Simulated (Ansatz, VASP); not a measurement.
# Two plane-wave programs on Hf

The input POSCAR:

```
Hf
1.0
    0.0000000000      2.2367213568      2.2367213568
    2.2367213568      0.0000000000      2.2367213568
    2.2367213568      2.2367213568      0.0000000000
Hf
1
Direct
    0.0000000000      0.0000000000      0.0000000000
```

Contents of INCAR.step1:

```
  PREC = Accurate
  ENCUT = 600
  ISMEAR = -1
  SIGMA = 0.1
  LREAL = F
  LASPH = T
  NELM = 60
  GGA = PE
  ALGO = Normal
  EDIFF = 1E-4
  LWAVE = T
  LCHARG = F
```

Contents of INCAR.step2:

```
  PREC = Accurate
  ENCUT = 600
  EDIFF = 1E-7
  ISMEAR = -1
  SIGMA = 0.1
  LREAL = F
  LASPH = T
  NELM = 60
  ALGO = Normal
  ISIF = 3
  LWAVE = F
  LCHARG = F
  METAGGA = R2SCAN
  LMIXTAU = T
  IBRION = 2
  NSW = 80
  EDIFFG = -0.01
  ISTART = 1
```

Contents of KPOINTS:

```
Automatic mesh
0
Gamma
  12 12 12
```

Input for Ansatz:

```yaml
crystal:
  lattice:
    - [0.0, 2.2367213568, 2.2367213568]
    - [2.2367213568, 0.0, 2.2367213568]
    - [2.2367213568, 2.2367213568, 0.0]
  atoms:
    - { symbol: Hf, position: [0.0, 0.0, 0.0] }
hamiltonian:
  xc: r2scan
  pseudopotentials:
    kind: paw
    azcp:
      Hf: "pseudopotentials/Hf.paw.azcp"
basis:
  ecutwfc: 500
  fft_grid_basis: typed
kpoints:
  mp_grid: { grid: [12, 12, 12], shift: [0, 0, 0] }
magnetization:
  spin_polarized: false
scf:
  occupations: { method: fermi_dirac, width: 0.1 }
relax:
  max_steps: 60
  f_tol: 0.01
  cell: {}
```

Alike in both runs: task relaxation of cell and atoms; functional r2SCAN; k mesh 12 × 12 × 12; occupations fermi-dirac, width 0.1 eV; no spin polarisation.

|  | VASP | Ansatz |
| --- | --- | --- |
| version | VASP 6.6.1 | Ansatz 0.2.0 |
| potentials or method | VASP PAW PBE potentials, release 64 (Hf_pv), cutoff 600 eV | plane waves (500 eV) with PAW, scalar-relativistic |
| valence electrons in the cell | 10 | 26 |

```csv
,VASP,Ansatz,Ansatz less VASP
relaxed volume (Å³/atom),22.35,22.46,+0.113
relaxed cell length with the largest relative difference (Å),3.162,3.167,+0.0053
```

VASP's potentials were made for PBE, not for r2SCAN. VASP's potentials hold 10 valence electrons a cell and Ansatz's 26, so a difference there can come from the potentials and not from the codes.

Spin-orbit coupling is off throughout.
